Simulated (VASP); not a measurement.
**Ta3AsAu2O13: single point with PBE**

Crystal: Ta3AsAu2O13.

```
CELL_PARAMETERS angstrom
5.88672 0.00000 0.00000
2.19986 5.91413 0.00000
1.85109 1.73865 7.56124
ATOMIC_POSITIONS crystal
Ta 0.39605 0.05000 0.58683
Ta 0.95891 0.61806 0.76348
Ta 0.06984 0.27356 0.18903
As 0.07072 0.88917 0.02743
Au 0.21939 0.67567 0.38144
Au 0.68925 0.45927 0.56874
O 0.16689 0.59518 0.16534
O 0.86104 0.11514 0.11677
O 0.26950 0.96377 0.83676
O 0.87527 0.82792 0.92000
O 0.70329 0.78261 0.54686
O 0.17528 0.40817 0.59350
O 0.27798 0.92640 0.17203
O 0.64612 0.14878 0.61595
O 0.14281 0.39538 0.93941
O 0.30048 0.17203 0.35732
O 0.19051 0.80386 0.59347
O 0.70787 0.47140 0.81379
O 0.77878 0.42364 0.31185
```

| Quantity | Value |
| --- | --- |
| Program | VASP 6.6.1 |
| Task | single point |
| Functional | PBE |
| Potentials or basis | VASP PAW PBE potentials, release 64 (Ta_pv, As, Au, O) |
| Cutoff | 520 eV |
| k mesh | 3 × 3 × 3 |
| Occupations | fermi-dirac, width 0.05 eV |
| Spin | no spin polarisation |

| Quantity | Value |
| --- | --- |
| Pressure | 0.9 GPa |
| Largest force | 0.288 eV/Å |
| Band gap on the k mesh | 1.58 eV (least direct gap 1.61 eV) |

Forces on the atoms (eV/Å):
```
Ta  -0.102 -0.037  0.012
Ta   0.047  0.066 -0.131
Ta   0.079 -0.061 -0.014
As   0.074 -0.124  0.055
Au   0.011 -0.035  0.022
Au  -0.023  0.003 -0.052
O   -0.002 -0.121  0.050
O   -0.121  0.240  0.104
O    0.103  0.012 -0.120
O   -0.138  0.006 -0.029
O    0.041 -0.035 -0.019
O   -0.002 -0.019  0.004
O    0.046  0.000 -0.021
O    0.119  0.036  0.037
O    0.056 -0.036 -0.035
O    0.015  0.012 -0.046
O    0.027  0.026  0.010
O   -0.118 -0.048  0.084
O   -0.114  0.113  0.090
```

Stress tensor (GPa, compression positive):
```
0.76 0.04 0.00
0.04 0.83 0.10
0.00 0.10 0.98
```

Levels at points of the mesh, in eV from the valence-band top:
```tsv
k point	band 67	band 68	band 69	band 70	band 71	band 72
(0.00, 0.00, 0.00)	-0.32	-0.22	-0.03	1.66	1.95	3.16
```

It took 5.3 min on 1 thread of Intel(R) Xeon(R) Platinum 8488C (Sapphire Rapids), with other jobs on the host, peak memory 0.48 GiB.

Caveat: spin-orbit coupling is left out, which moves the levels of the heavy elements. A k mesh can miss the band edges.
